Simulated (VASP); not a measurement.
# Os (Fmmm) in VASP: further runs, part 2 of 2

VASP 6.6.1. Earlier steps stand in the parts before.

### 3 Relaxation of cell and atoms, PBE

This run uses another cell than the first one, of 16.49 Å³/atom.

The input, INCAR:

```
SYSTEM = Os
PREC = Accurate
ENCUT = 600
EDIFF = 1E-7
ISMEAR = 0
SIGMA = 0.1
LREAL = .FALSE.
LASPH = .TRUE.
NELM = 100
ALGO = Normal
ISIF = 3
LWAVE = .FALSE.
LCHARG = .FALSE.
GGA = PE
IBRION = 2
NSW = 90
EDIFFG = -0.04
```

The input, KPOINTS:

```
Automatic mesh
0
G
  6 6 6
  0 0 0
```

The input, POSCAR:

```
Os
1.0
    0.0000000000      2.8591041555      3.2837724662
    2.6345059180      0.0000000000      3.2837724662
    2.6345059180      2.8591041555      0.0000000000
Os
3
Direct
    0.0000000000      0.0000000000      0.5000000000
    0.5000000000      0.5000000000      0.0000000000
    0.5000000000      0.5000000000      0.5000000000
```

Potentials or basis: VASP PAW PBE potentials, release 64 (Os).

The run is started by

```sh
cat potpaw_PBE.64/Os/POTCAR > POTCAR
mpirun -np 1 vasp_std > vasp.out
```

It took 23 min on 1 thread of Intel Xeon Platinum 8488C (Sapphire Rapids), shared host; peak memory 0.26 GiB.

The run converged. Its results:

```
Free energy                           : -27.8076 eV
Relaxed volume                        : 18.47 Å³/atom
Relaxed cell                          : a = 4.836 Å, b = 3.652 Å, c = 4.993 Å, α = 65.91°, β = 43.58°, γ = 70.50°
Space group after relaxing (to 0.1 Å) : Fmmm (No. 69)
Pressure after relaxing               : 0.2 GPa
Band gap on the k mesh                : zero (bands 12 and 13 overlap by 2.22 eV)
```

Stress tensor (GPa, compression positive):
```
0.19 0.00 0.00
0.00 0.06 0.00
0.00 0.00 0.25
```

Final structure:
```
Os
1.0
     0.00000    4.18238    2.42810
     2.72804    0.00000    2.42810
     2.72804    4.18238    0.00000
Os
3
Direct
  0.00000 0.00000 0.50000
  0.50000 0.50000 0.00000
  0.50000 0.50000 0.50000
```

Levels at points of the mesh, in eV from the Fermi level:
| k point | band 9 | band 10 | band 11 | band 12 | band 13 | band 14 | band 15 | band 16 |
| --- | --- | --- | --- | --- | --- | --- | --- | --- |
| (0.00, 0.00, 0.00) | -0.15 | -0.03 | 0.03 | 1.34 | 2.08 | 2.08 | 2.37 | 3.67 |
| (0.50, 0.00, 0.00) | -2.19 | -1.62 | -1.31 | -1.16 | -0.88 | -0.04 | 0.36 | 0.83 |
| (0.50, 0.50, 0.00) | -0.29 | -0.12 | 0.15 | 0.16 | 0.64 | 1.27 | 1.46 | 1.48 |
| (0.50, 0.00, 0.50) | -2.11 | -1.91 | -1.63 | -1.38 | -0.74 | -0.39 | 1.16 | 2.34 |
| (0.00, 0.50, 0.50) | -2.30 | -2.17 | -0.74 | -0.22 | 0.27 | 0.40 | 0.52 | 1.51 |

Caveat: a cell axis changed by over 15 % at a fixed basis, so the end point is rough; spin-orbit coupling is left out, which moves the levels of the heavy elements.

### 4 Single point, PBE

The input, INCAR:

```
SYSTEM = Os
PREC     = Accurate       ! precision mode
ENCUT    = 520            ! plane-wave cutoff, eV
EDIFF    = 1E-6           ! SCF threshold, eV
ISMEAR   = 0              ! smearing method
SIGMA    = 0.1            ! smearing width, eV
LREAL    = .FALSE.        ! projectors in reciprocal space
LASPH    = .TRUE.         ! aspherical terms in the spheres
NELM     = 100            ! most SCF steps
ALGO     = Normal         ! electronic algorithm
ISIF     = 2              ! what is computed and relaxed
LWAVE    = .FALSE.        ! write WAVECAR
LCHARG   = .FALSE.        ! write CHGCAR
GGA      = PE             ! functional
NBANDS   = 19             ! bands
```

The input, KPOINTS:

```
regular mesh
0
G
  14 14 14
  0 0 0
```

The input, POSCAR:

```
Os
1.0
    0.0000000000      2.7335137139      4.1808928109
    2.4318146453      0.0000000000      4.1808928109
    2.4318146453      2.7335137139      0.0000000000
Os
3
Direct
    0.5000000000      0.0000000000      0.0000000000
    0.0000000000      0.5000000000      0.5000000000
    0.5000000000      0.5000000000      0.5000000000
```

Potentials or basis: VASP PAW PBE potentials, release 64 (Os).

The run is started by

```sh
cat potpaw_PBE.64/Os/POTCAR > POTCAR
mpirun -np 1 vasp_std > vasp.out
```

OUTCAR:

```text
SYSTEM = Os
   PREC = Accurate
   ENCUT = 520
   EDIFF = 1E-6
   ISMEAR = 0
   LREAL = .FALSE.
   LASPH = .TRUE.
   NELM = 100
   ISIF = 2
   GGA = PE

 ion  position               nearest neighbor table
   1  0.500  0.000  0.000-   2 2.43   2 2.43   3 2.50   3 2.50   2 2.73   2 2.73
   2  0.000  0.500  0.500-   1 2.43   1 2.43   3 2.50   3 2.50   1 2.73   1 2.73
   3  0.500  0.500  0.500-   2 2.50   1 2.50   1 2.50   2 2.50

  LATTYP: Found a face centered orthorhombic cell.
 ALAT       =     4.8636292906
 B/A-ratio  =     1.1240633488
 C/A-ratio  =     1.7192481421

[... 715 lines left out ...]
     18      11.2800      0.00000
     19      14.1894      0.00000

 [... further k-points ...]
[... 5 lines left out ...]
  --------------------------------------------------------------------------------------
  -------------------------------------------------------------------------------------
  Total       -0.1965131     -0.0199087     -0.1310078     -0.0000000      0.0000000      0.0000000
  in kB       -5.6643656     -0.5738543     -3.7762178     -0.0000000      0.0000000      0.0000000
  external PRESSURE =      -3.3381459 kB  Pullay stress =       0.0000000 kB

 VOLUME and BASIS-vectors are now :
 -----------------------------------------------------------------------------
  energy-cutoff  :      520.00
  volume of cell :       55.58
      direct lattice vectors                 reciprocal lattice vectors
     0.000000000  2.733513714  4.180892811    -0.205607776  0.182914758  0.119591681
     2.431814645  0.000000000  4.180892811     0.205607776 -0.182914758  0.119591681
     2.431814645  2.733513714  0.000000000     0.205607776  0.182914758 -0.119591681

 POSITION                                       TOTAL-FORCE (eV/Angst)
 -----------------------------------------------------------------------------------
      0.00000      1.36676      2.09045         0.000000      0.000000      0.000000
      2.43181      1.36676      2.09045         0.000000     -0.000000      0.000000
      2.43181      2.73351      4.18089         0.000000      0.000000     -0.000000
 -----------------------------------------------------------------------------------
    total drift:                               -0.000000     -0.000000      0.000000

  FREE ENERGIE OF THE ION-ELECTRON SYSTEM (eV)
  ---------------------------------------------------
  free  energy   TOTEN  =       -27.8674949427 eV

  energy  without entropy=      -27.8498286110  energy(sigma->0) =      -27.85866178
```

Wall time 7 min (1 thread of Intel Xeon Platinum 8488C (Sapphire Rapids), shared host); peak memory 0.46 GiB.

What came out:

```yaml
Free_energy: -27.8675 eV
Pressure: -0.3 GPa
Band_gap_on_the_k_mesh: zero (bands 12 and 13 overlap by 2.23 eV)
```

Levels at points of the mesh, in eV from the Fermi level:
| k point | band 8 | band 9 | band 10 | band 11 | band 12 | band 13 | band 14 | band 15 | band 16 | band 17 |
| --- | --- | --- | --- | --- | --- | --- | --- | --- | --- | --- |
| (0.00, 0.00, 0.00) | -0.72 | -0.14 | 0.00 | 0.05 | 1.37 | 2.09 | 2.12 | 2.37 | 3.65 | 5.45 |
| (0.50, 0.00, 0.00) | -2.23 | -2.16 | -1.60 | -1.29 | -1.14 | -0.86 | -0.03 | 0.37 | 0.85 | 1.28 |
| (0.50, 0.50, 0.00) | -2.55 | -2.08 | -1.87 | -1.61 | -1.35 | -0.73 | -0.38 | 1.17 | 2.33 | 4.17 |
| (0.50, 0.00, 0.50) | -2.54 | -2.27 | -2.14 | -0.71 | -0.22 | 0.27 | 0.41 | 0.52 | 1.51 | 4.39 |
| (0.00, 0.50, 0.50) | -0.29 | -0.27 | -0.10 | 0.16 | 0.18 | 0.64 | 1.28 | 1.48 | 1.50 | 2.15 |

Caveat: spin-orbit coupling is left out, which moves the levels of the heavy elements.

### 5 Summary

```tsv
task	cell	k mesh	cutoff (eV)	gap on the mesh (eV)	pressure (GPa)
single point	a = 4.849, b = 3.649, c = 5.001 Å, angles 66.1, 43.5, 70.5°, 3 atoms, atomic positions A	6 × 6 × 6	520	none	-0.3
relaxation of cell and atoms	relaxed from a = 4.354, b = 4.210, c = 3.888 Å, angles 64.9, 61.1, 54.0°, 3 atoms, atomic positions A	6 × 6 × 6	600	none	0.2
single point	a = 4.995, b = 4.837, c = 3.659 Å, angles 70.5, 65.9, 43.7°, 3 atoms, atomic positions B	14 × 14 × 14	520	none	-0.3
```

Alike in all rows: level PBE; potentials or basis VASP PAW PBE potentials, release 64 (Os); no spin polarisation; smearing gaussian 0.1 eV.

Caveats: spin-orbit coupling is left out, which moves the levels of the heavy elements; a cell axis changed by over 15 % at a fixed basis, so the end point is rough (at least some runs).

Absolute energies hang on the potentials; compare differences alone.
